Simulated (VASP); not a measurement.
# AlAs (F-43m) in VASP: a series of runs

Runs on AlAs. Level: PBE. Tasks: single point.

Program: VASP 6.6.1. These are calculated values, not measurements. Logs are shortened: lines on timing, memory, paths and dates and some standing lists are left out, and cuts for length are marked.

## (1) The cell of the first run

The structure is cubic, space group F-43m (No. 216). Conventional cell: a = 5.611 Å, b = 5.611 Å, c = 5.611 Å, α = 90.00°, β = 90.00°, γ = 90.00°. Within 3.2 Å of Al (site symmetry -43m) lie 4 As at 2.43 Å. Within 3.2 Å of As (site symmetry -43m) lie 4 Al at 2.43 Å.

## (2) Single point, PBE (22.08 Å³/atom)

Contents of INCAR:

```
PREC = Accurate
ENCUT = 500
EDIFF = 1E-6
ISMEAR = 0
SIGMA = 0.01
LREAL = False
LASPH = True
NELM = 120
ALGO = Normal
ISIF = 2
LWAVE = False
LCHARG = False
GGA = PE
NBANDS = 11
GGA_COMPAT = False
```

Contents of KPOINTS:

```
Automatic mesh
0
Gamma
  6 6 6
```

Contents of POSCAR:

```
AlAs
1.0
    0.0000000000      2.8053451459      2.8053451459
    2.8053451459      0.0000000000      2.8053451459
    2.8053451459      2.8053451459      0.0000000000
Al As
1 1
Direct
    0.0000000000      0.0000000000      0.0000000000
    0.2500000000      0.2500000000      0.2500000000
```

Potentials or basis: VASP PAW PBE potentials, release 64 (Al, As).

Launch:

```bash
$ cat potpaw_PBE.64/Al/POTCAR potpaw_PBE.64/As/POTCAR > POTCAR
$ mpirun -np 1 vasp_std > vasp.out
```

OUTCAR:

```text
PREC = Accurate
   ENCUT = 500
   EDIFF = 1E-6
   ISMEAR = 0
   LREAL = False
   LASPH = True
   NELM = 120
   ISIF = 2
   GGA = PE

 ion  position               nearest neighbor table
   1  0.000  0.000  0.000-   2 2.43   2 2.43   2 2.43   2 2.43
   2  0.250  0.250  0.250-   1 2.43   1 2.43   1 2.43   1 2.43

  LATTYP: Found a face centered cubic cell.
 ALAT       =     5.6106902918

  Lattice vectors:

 A1 = (   0.0000000000,   2.8053451459,   2.8053451459)
 A2 = (   2.8053451459,   0.0000000000,   2.8053451459)
 A3 = (   2.8053451459,   2.8053451459,   0.0000000000)

Analysis of symmetry for initial positions (statically):
=====================================================================
 Subroutine PRICEL returns:
 Original cell was already a primitive cell.

 Routine SETGRP: Setting up the symmetry group for a
 face centered cubic supercell.

 Subroutine GETGRP returns: Found 24 space group operations
 (whereof 24 operations were pure point group operations)
 out of a pool of 48 trial point group operations.

The static configuration has the point symmetry T_d .

Analysis of symmetry for dynamics (positions and initial velocities):
=====================================================================
 Subroutine PRICEL returns:
 Original cell was already a primitive cell.

 Routine SETGRP: Setting up the symmetry group for a
 face centered cubic supercell.

 Subroutine GETGRP returns: Found 24 space group operations
 (whereof 24 operations were pure point group operations)
 out of a pool of 48 trial point group operations.

The dynamic configuration has the point symmetry T_d .

 Subroutine INISYM returns: Found 24 space group operations
 (whereof 24 operations are pure point group operations),
 and found     1 'primitive' translations

----------------------------------------------------------------------------------------

                                     Primitive cell

  volume of cell :      44.1559

  direct lattice vectors                    reciprocal lattice vectors
     0.000000000  2.805345146  2.805345146    -0.178231189  0.178231189  0.178231189
     2.805345146  0.000000000  2.805345146     0.178231189 -0.178231189  0.178231189
     2.805345146  2.805345146  0.000000000     0.178231189  0.178231189 -0.178231189

  length of vectors
     3.967357152  3.967357152  3.967357152     0.308705474  0.308705474  0.308705474

  position of ions in fractional coordinates (direct lattice)
     0.000000000  0.000000000  0.000000000
     0.250000000  0.250000000  0.250000000

  ion indices of the primitive-cell ions
   primitive index   ion index
                 1           1
                 2           2

----------------------------------------------------------------------------------------

 KPOINTS: Automatic mesh

Automatic generation of k-mesh.
 Grid dimensions read from file:
 generate k-points for:    6    6    6

 Generating k-lattice:

  Cartesian coordinates                     Fractional coordinates (reciprocal lattice)
    -0.029705198  0.029705198  0.029705198     0.166666667  0.000000000  0.000000000
     0.029705198 -0.029705198  0.029705198     0.000000000  0.166666667  0.000000000
     0.029705198  0.029705198 -0.029705198     0.000000000  0.000000000  0.166666667

  Length of vectors
     0.051450912  0.051450912  0.051450912

  Shift w.r.t. Gamma in fractional coordinates (k-lattice)
     0.000000000  0.000000000  0.000000000

 Subroutine IBZKPT returns following result:
 ===========================================

 Found     16 irreducible k-points:

 Following reciprocal coordinates:
            Coordinates               Weight
  0.000000  0.000000  0.000000      1.000000
  0.166667  0.000000  0.000000      8.000000
  0.333333  0.000000  0.000000      8.000000
  0.500000  0.000000  0.000000      4.000000
  0.166667  0.166667  0.000000      6.000000
  0.333333  0.166667  0.000000     24.000000
[... 8 lines left out ...]
 -0.333333  0.333333  0.166667     24.000000
 -0.333333  0.500000  0.166667     12.000000
   k-points           NKPTS =     16   k-points in BZ     NKDIM =     16   number of bands    NBANDS=     11
   number of dos      NEDOS =    301   number of ions     NIONS =      2
   total plane-waves  NPLWV =  27000
   dimension x,y,z NGX =    30 NGY =   30 NGZ =   30
   dimension x,y,z NGXF=    60 NGYF=   60 NGZF=   60
   ions per type =               1   1
   NGX,Y,Z   is equivalent  to a cutoff of  12.57, 12.57, 12.57 a.u.
   NGXF,Y,Z  is equivalent  to a cutoff of  25.14, 25.14, 25.14 a.u.
 SYSTEM =  unknown system
   PREC   = accura    normal or accurate (medium, high low for compatibility)
   ISTART =      0    job   : 0-new  1-cont  2-samecut
   ICHARG =      2    charge: 1-file 2-atom 10-const
   ISPIN  =      1    spin polarized calculation?
   LNONCOLLINEAR =      F non collinear calculations
   LSORBIT =      F    spin-orbit coupling
   LASPH  =      T    aspherical Exc in radial PAW
   ENCUT  =  500.0 eV  36.75 Ry    6.06 a.u.   7.23  7.23  7.23*2*pi/ulx,y,z
   NELM   =    120;   NELMIN=  2; NELMDL= -5     # of ELM steps
   EDIFF  = 0.1E-05   stopping-criterion for ELM
   LREAL  =      F    real-space projection
   EDIFFG = 0.1E-04   stopping-criterion for IOM
   NSW    =      0    number of steps for IOM
   IBRION =     -1    ionic relax: 0-MD 1-quasi-New 2-CG
   NFREE  =      0    steps in history (QN), initial steepest desc. (CG)
   ISIF   =      2    stress and relaxation
   ISYM   =      2    0-nonsym 1-usesym 2-fastsym
   POTIM  = 0.5000    time-step for ionic-motion
   TEBEG  =    0.0;   TEEND  =   0.0 temperature during run
   PSTRESS=    0.0 pullay stress
   NELECT =       8.0000    total number of electrons
   NUPDOWN=      -1.0000    fix difference up-down
   EMIN   =  10.00;   EMAX   =-10.00  energy-range for DOS
   EFERMI =   0.00;   METHOD = LEGACY
   ISMEAR =     0;   SIGMA  =   0.01  broadening in eV -4-tet -1-fermi 0-gaus
   EFERMI_NEDOS =   21; number of points for ismear=-14 and -15
   IALGO  =     38    algorithm
   IMIX   =      4    mixing-type and parameters
     AMIX     =   0.40;   BMIX     =  1.00
     AMIX_MAG =   1.60;   BMIX_MAG =  1.00
  volume/ion in A,a.u.               =      22.08       148.99
  Fermi-wavevector in a.u.,A,eV,Ry     =   0.926350  1.750548 11.675495  0.858125
  Thomas-Fermi vector in A             =   2.052303
   LORBIT       =      0    0 simple, 1 ext, 2 COOP (PROOUT), +10 PAW based schemes
   GGA     = PE    functional components
   LHFCALC =     F    Hartree Fock is set to
   AEXX    =    0.0000 exact exchange contribution
   IVDW    =     0    specifies the selected vdW correction
   LEPSILON=     F    determine dielectric tensor
   LRPA    =     F    only Hartree local field effects (RPA)
 non-spin polarized calculation
 Gauss-broadening in eV      SIGMA  =   0.01
  energy-cutoff  :      500.00
  volume of cell :       44.16
 maximum number of plane-waves:      1139
 NGX is ok and might be reduce to    30
   NGX = 15   NGY = 15   NGZ = 15

 number of electron       8.0000001 magnetization

 Free energy of the ion-electron system (eV)
  ---------------------------------------------------
  ext. energy  EPLUGINS =         0.00000000
  ---------------------------------------------------
  free energy    TOTEN  =        -9.33397613 eV

  energy without entropy =       -9.33397613  energy(sigma->0) =       -9.33397613

 E-fermi :   4.2204     XC(G=0):  -9.1434

 val. band max:        4.1245852307   @ k =   0.0000   0.0000   0.0000
 cond. band min:       5.5079526497   @ k =   0.5000   0.5000   0.0000
 fundamental gap:      1.3833674190
 Fermi energy:         4.2203621909

 k-point     1 :       0.0000    0.0000    0.0000
  band No.  band energies     occupation
      1      -7.8925      2.00000
      2       4.1246      2.00000
      3       4.1246      2.00000
      4       4.1246      2.00000
      5       6.3991      0.00000
      6       8.4537      0.00000
      7       8.4537      0.00000
      8       8.4537      0.00000
      9      13.1391      0.00000
     10      13.1847      0.00000
     11      13.1847      0.00000

 k-point     2 :       0.1667    0.0000    0.0000
  band No.  band energies     occupation
      1      -7.6145      2.00000
      2       2.0112      2.00000
      3       3.8543      2.00000
      4       3.8543      2.00000
      5       7.0908      0.00000
      6       8.8999      0.00000
      7       8.8999      0.00000
      8       9.4461      0.00000
      9      12.3847      0.00000
     10      12.3847      0.00000
     11      13.9742      0.00000

 k-point     3 :       0.3333    0.0000    0.0000
  band No.  band energies     occupation
      1      -6.9067      2.00000
      2      -0.4510      2.00000
      3       3.4445      2.00000
      4       3.4445      2.00000
      5       6.5975      0.00000
      6       9.0167      0.00000
      7       9.0167      0.00000
      8      11.7522      0.00000
      9      13.2342      0.00000
     10      13.2342      0.00000
     11      13.6276      0.00000

 k-point     4 :       0.5000    0.0000    0.0000
  band No.  band energies     occupation
      1      -6.4076      2.00000
      2      -1.5704      2.00000
      3       3.2796      2.00000
      4       3.2796      2.00000
      5       6.3666      0.00000
      6       8.8194      0.00000
      7       8.8194      0.00000
      8      11.9214      0.00000
      9      15.5433      0.00000
     10      15.8029      0.00000
     11      15.8029      0.00000

 k-point     5 :       0.1667    0.1667    0.0000
  band No.  band energies     occupation
      1      -7.5205      2.00000
      2       2.1276      2.00000
      3       3.3153      2.00000
      4       3.3153      2.00000
      5       7.4316      0.00000
      6       8.2367      0.00000
      7       9.8220      0.00000
      8       9.8220      0.00000
      9      11.0906      0.00000
     10      13.6801      0.00000
     11      14.9639      0.00000
[... 99 lines left out ...]
 k-point    13 :       0.5000    0.5000    0.0000
  band No.  band energies     occupation
      1      -5.8298      2.00000
      2      -1.4046      2.00000
      3       1.8886      2.00000
      4       1.8886      2.00000
      5       5.5080      0.00000
      6       6.4146      0.00000
      7      14.6656      0.00000
      8      14.6656      0.00000
      9      16.1977      0.00000
     10      16.8358      0.00000
     11      16.8358      0.00000

 k-point    14 :       0.5000    0.3333    0.1667
  band No.  band energies     occupation
      1      -6.3560      2.00000
      2      -0.5814      2.00000
      3       1.3214      2.00000
      4       2.4260      2.00000
      5       7.8065      0.00000
      6       8.7634      0.00000
      7       9.3300      0.00000
      8      12.1765      0.00000
      9      13.5378      0.00000
     10      14.9712      0.00000
     11      17.3191      0.00000

 k-point    15 :      -0.3333    0.3333    0.1667
  band No.  band energies     occupation
      1      -5.9736      2.00000
      2      -1.0880      2.00000
      3       0.8580      2.00000
      4       2.0320      2.00000
      5       8.0777      0.00000
      6       8.7773      0.00000
      7      10.9571      0.00000
      8      11.6147      0.00000
      9      12.6062      0.00000
     10      15.7702      0.00000
     11      17.1033      0.00000

 k-point    16 :      -0.3333    0.5000    0.1667
  band No.  band energies     occupation
      1      -5.8036      2.00000
      2      -1.1536      2.00000
      3       1.0949      2.00000
      4       1.3479      2.00000
      5       7.2909      0.00000
      6       8.2855      0.00000
      7      11.3614      0.00000
      8      12.0754      0.00000
      9      14.9052      0.00000
     10      16.6207      0.00000
     11      16.8884      0.00000

------------------------ aborting loop because EDIFF is reached ----------------------------------------

  FORCE on cell =-STRESS in cart. coord.  units (eV):
  Direction    XX          YY          ZZ          XY          YZ          ZX
  --------------------------------------------------------------------------------------
  -------------------------------------------------------------------------------------
  Total        1.3835011      1.3835011      1.3835011     -0.0000000      0.0000000      0.0000000
  in kB       50.1997083     50.1997083     50.1997083     -0.0000000      0.0000000      0.0000000
  external PRESSURE =      50.1997083 kB  Pullay stress =       0.0000000 kB

 VOLUME and BASIS-vectors are now :
 -----------------------------------------------------------------------------
  energy-cutoff  :      500.00
  volume of cell :       44.16
      direct lattice vectors                 reciprocal lattice vectors
     0.000000000  2.805345146  2.805345146    -0.178231189  0.178231189  0.178231189
     2.805345146  0.000000000  2.805345146     0.178231189 -0.178231189  0.178231189
     2.805345146  2.805345146  0.000000000     0.178231189  0.178231189 -0.178231189

 POSITION                                       TOTAL-FORCE (eV/Angst)
 -----------------------------------------------------------------------------------
      0.00000      0.00000      0.00000        -0.000000      0.000000     -0.000000
      1.40267      1.40267      1.40267         0.000000     -0.000000      0.000000
 -----------------------------------------------------------------------------------
    total drift:                                0.000000      0.000000      0.000000

  FREE ENERGIE OF THE ION-ELECTRON SYSTEM (eV)
  ---------------------------------------------------
  free  energy   TOTEN  =        -9.3339761299 eV

  energy  without entropy=       -9.3339761299  energy(sigma->0) =       -9.33397613
```

Wall time 8.4 s (1 thread of Intel Xeon 8259CL, shared host); peak memory 0.16 GiB.

Results:

```yaml
Free_energy: -9.3340 eV
Pressure: 5.0 GPa
Band_gap_on_the_k_mesh: 1.38 eV (least direct gap 2.27 eV)
```

Levels at points of the mesh, in eV from the valence-band top:
```tsv
k point	band 1	band 2	band 3	band 4	band 5	band 6	band 7	band 8	band 9
(0.00, 0.00, 0.00)	-12.02	0.00	0.00	0.00	2.27	4.33	4.33	4.33	9.01
(0.50, 0.00, 0.00)	-10.53	-5.70	-0.85	-0.85	2.24	4.69	4.69	7.80	11.42
(0.50, 0.50, 0.00)	-9.95	-5.53	-2.24	-2.24	1.38	2.29	10.54	10.54	12.07
```

Caveat: the cell stands under pressure.

(Continued in part 2 of 2.)
